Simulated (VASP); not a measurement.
A run of VASP 6.6.1:

File INCAR:

```
PREC = Accurate
ENCUT = 500
EDIFF = 1E-6
ISMEAR = 1
SIGMA = 0.05
LREAL = False
LASPH = True
NELM = 120
ALGO = Normal
ISIF = 2
LWAVE = False
LCHARG = False
GGA = PS
IVDW = 12
NBANDS = 10
GGA_COMPAT = False
```

The input KPOINTS:

```
regular mesh
0
Gamma
  6 6 6
```

The input POSCAR:

```
K
1.0
    0.0000000000      3.2900000000      3.2900000000
    3.2900000000      0.0000000000      3.2900000000
    3.2900000000      3.2900000000      0.0000000000
K
1
Direct
    0.0000000000      0.0000000000      0.0000000000
```

Potentials or basis: VASP PAW PBE potentials, release 64 (K_sv).

The run is started by

```console
$ cat potpaw_PBE.64/K_sv/POTCAR > POTCAR
$ mpirun -np 1 vasp_std > vasp.out
```

Hardware: 1 thread of Intel(R) Xeon(R) Platinum 8259CL CPU @ 2.50GHz (Skylake/Cascade Lake), on a shared host.

Question: How long does it take, and how much memory?

Answer: Wall time 12 s on 1 thread of Intel(R) Xeon(R) Platinum 8259CL CPU @ 2.50GHz (Skylake/Cascade Lake), on a shared host, peak memory 0.2 GiB. Counts: scf iterations 11, k points 16.
